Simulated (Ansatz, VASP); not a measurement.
# BaTiO3: VASP beside Ansatz

The input INCAR:

```
PREC     = Accurate       # precision mode
ENCUT    = 520            # plane-wave cutoff, eV
EDIFF    = 1E-6           # SCF threshold, eV
ISMEAR   = -1             # smearing method
SIGMA    = 0.05           # smearing width, eV
LREAL    = False          # projectors in reciprocal space
LASPH    = True           # aspherical terms in the spheres
NELM     = 60             # most SCF steps
ALGO     = Normal         # electronic algorithm
ISIF     = 2              # what is computed and relaxed
LWAVE    = False          # write WAVECAR
LCHARG   = True           # write CHGCAR
GGA      = PE             # functional
LELF     = True           # ELF
LVHAR    = True         
NBANDS   = 51             # bands
```

File KPOINTS:

```
Automatic mesh
0
Gamma
  3 3 2
```

Contents of POSCAR:

```
BaTiO3
1.0
   -3.8026815600     -0.0565824300     -0.0218151200
   -0.0219143800     -0.0316798600     -4.1303348800
   -0.1131648500     -7.9735119900     -0.0630727200
Ba Ti O
2 2 6
Direct
    0.0448632200      0.9091655200      0.4951147700
    0.0081490700      0.9218096000      0.0244139700
    0.4571922900      0.5205716900      0.2053866900
    0.5023170900      0.4706432600      0.7622527500
    0.4814408900      0.0399323300      0.2403903200
    0.4562898900      0.0729788900      0.6935651600
    0.5380255000      0.5405856500      0.4498035800
    0.5290554000      0.5579957200      0.0305001400
    0.9820232500      0.4573982800      0.2603804500
    0.0006434100      0.5089190600      0.8381921600
```

File input.yaml:

```yaml
crystal:
  lattice:
    - [-3.80268156, -0.05658243, -0.02181512]
    - [-0.02191438, -0.03167986, -4.13033488]
    - [-0.11316485, -7.97351199, -0.06307272]
  atoms:
    - { symbol: Ba, position: [0.04486322, 0.90916552, 0.49511477] }
    - { symbol: Ba, position: [0.00814907, 0.9218096, 0.02441397] }
    - { symbol: Ti, position: [0.45719229, 0.52057169, 0.20538669] }
    - { symbol: Ti, position: [0.50231709, 0.47064326, 0.76225275] }
    - { symbol: O, position: [0.48144089, 0.03993233, 0.24039032] }
    - { symbol: O, position: [0.45628989, 0.07297889, 0.69356516] }
    - { symbol: O, position: [0.5380255, 0.54058565, 0.44980358] }
    - { symbol: O, position: [0.5290554, 0.55799572, 0.03050014] }
    - { symbol: O, position: [0.98202325, 0.45739828, 0.26038045] }
    - { symbol: O, position: [0.00064341, 0.50891906, 0.83819216] }
hamiltonian:
  xc: pbe
  pseudopotentials: { kind: paw }
kpoints:
  mp_grid: { grid: [3, 3, 2] }
scf:
  occupations: { method: fermi_dirac, width: 0.05 }
output:
  forces: true
  stress: true
  eigenvalues: true
```

Alike in both runs: task single point; functional PBE; k mesh 3 × 3 × 2; occupations fermi-dirac, width 0.05 eV; no spin polarisation.

|  | VASP | Ansatz |
| --- | --- | --- |
| version | VASP 6.6.1 | Ansatz 0.2.0 |
| potentials or method | VASP PAW PBE potentials, release 64 (Ba_sv, Ti_sv, O) | Ansatz PAW |
| plane-wave cutoff (eV) | 520 | 420 |
| valence electrons in the cell | 80 | 80 |

```tsv
	VASP	Ansatz	Ansatz less VASP
gap on the k mesh at the Fermi level (eV)	0.43	0.42	-0.009
least direct gap on the mesh (eV)	0.46	0.45	-0.011
rms of the force components (eV/Å)	7.449	6.837	-0.6124
```

Atom by atom the forces differ by 0.635 eV/Å (rms over components). The functional is the same, so the differences come from potentials, cutoffs and numerics.

The k mesh is coarse, so the values compare programs but aren't converged. Neither program's run includes spin-orbit coupling. Noted on Ansatz's run: odd divisions of the mesh miss points on the zone boundary, where band edges often lie, so the gap on the mesh can be too wide.
